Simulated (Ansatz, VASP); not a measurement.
One calculation of Sc, two programs

The input INCAR:

```
SYSTEM = Sc
PREC = Accurate
ENCUT = 500
EDIFF = 1E-7
ISMEAR = -1
SIGMA = 0.1
LREAL = .False.
LASPH = .True.
NELM = 120
ALGO = Normal
ISIF = 3
LWAVE = .False.
LCHARG = .False.
GGA = RP
IBRION = 2
NSW = 80
EDIFFG = -0.01
GGA_COMPAT = .False.
NELMIN = 4
```

The input KPOINTS:

```
Automatic mesh
0
Gamma
  12 12 12
  0 0 0
```

The input POSCAR:

```
Sc
1.0
   -1.8420678645      1.8420678645      1.8420678645
    1.8420678645     -1.8420678645      1.8420678645
    1.8420678645      1.8420678645     -1.8420678645
Sc
1
Direct
    0.0000000000      0.0000000000      0.0000000000
```

Input for Ansatz:

```yaml
crystal:
  lattice:
    - [-1.8420678645, 1.8420678645, 1.8420678645]
    - [1.8420678645, -1.8420678645, 1.8420678645]
    - [1.8420678645, 1.8420678645, -1.8420678645]
  atoms:
    - { symbol: Sc, position: [0.0, 0.0, 0.0] }
hamiltonian:
  xc: rpbe
  pseudopotentials:
    kind: paw
    azcp:
      Sc: "pseudopotentials/Sc.paw.azcp"
basis:
  ecutwfc: 420
  fft_grid_basis: typed
kpoints:
  mp_grid: { grid: [12, 12, 12], shift: [0, 0, 0] }
magnetization:
  spin_polarized: false
scf:
  occupations: { method: fermi_dirac, width: 0.1 }
relax:
  max_steps: 60
  f_tol: 0.01
  cell: {}
```

Alike in both runs: task relaxation of cell and atoms; functional RPBE; k mesh 12 × 12 × 12; occupations fermi-dirac, width 0.1 eV; no spin polarisation.

```csv
,VASP,Ansatz
version,VASP 6.6.1,Ansatz 0.2.0
potentials or method,"VASP PAW PBE potentials, release 64 (Sc_sv), cutoff 500 eV","plane waves (420 eV) with PAW, scalar-relativistic"
valence electrons in the cell,11,11
```

```csv
,VASP,Ansatz,Ansatz less VASP
relaxed volume (Å³/atom),25.94,25.93,-0.008
relaxed cell length with the largest relative difference (Å),3.230,3.230,-0.0003
```

VASP's potentials were made for PBE, not for RPBE.
